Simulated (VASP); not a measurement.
A run of VASP 6.6.1:

The input INCAR:

```
ALGO = Normal ; EDIFF = 1E-7
ENCUT = 520 ; GGA = PS
ISIF = 2 ; ISMEAR = -1
LASPH = True ; LCHARG = True
LELF = True ; LREAL = False
LVHAR = True ; LWAVE = False
NBANDS = 11 ; NELM = 80
PREC = Accurate ; SIGMA = 0.05
```

Contents of KPOINTS:

```
k-points
0
Gamma
  10 10 10
```

File POSCAR:

```
BP
1.0
    0.0000000000      2.2690000000      2.2690000000
    2.2690000000      0.0000000000      2.2690000000
    2.2690000000      2.2690000000      0.0000000000
P B
1 1
Direct
    0.7500000000      0.7500000000      0.7500000000
    0.0000000000      0.0000000000      0.0000000000
```

Potentials or basis: VASP PAW PBE potentials, release 64 (P, B).

The run is started by

```console
$ cat potpaw_PBE.64/P/POTCAR potpaw_PBE.64/B/POTCAR > POTCAR
$ mpirun -np 1 vasp_std > vasp.out
```

Hardware: 1 thread of AMD EPYC 9R45 (Zen 5) (shared host).

**Question.** How long does it take, and how much memory?

**Answer.** It took 4.9 s on 1 thread of AMD EPYC 9R45 (Zen 5) (shared host), peak memory 0.1 GiB. Counts: scf iterations 13, k points 47.
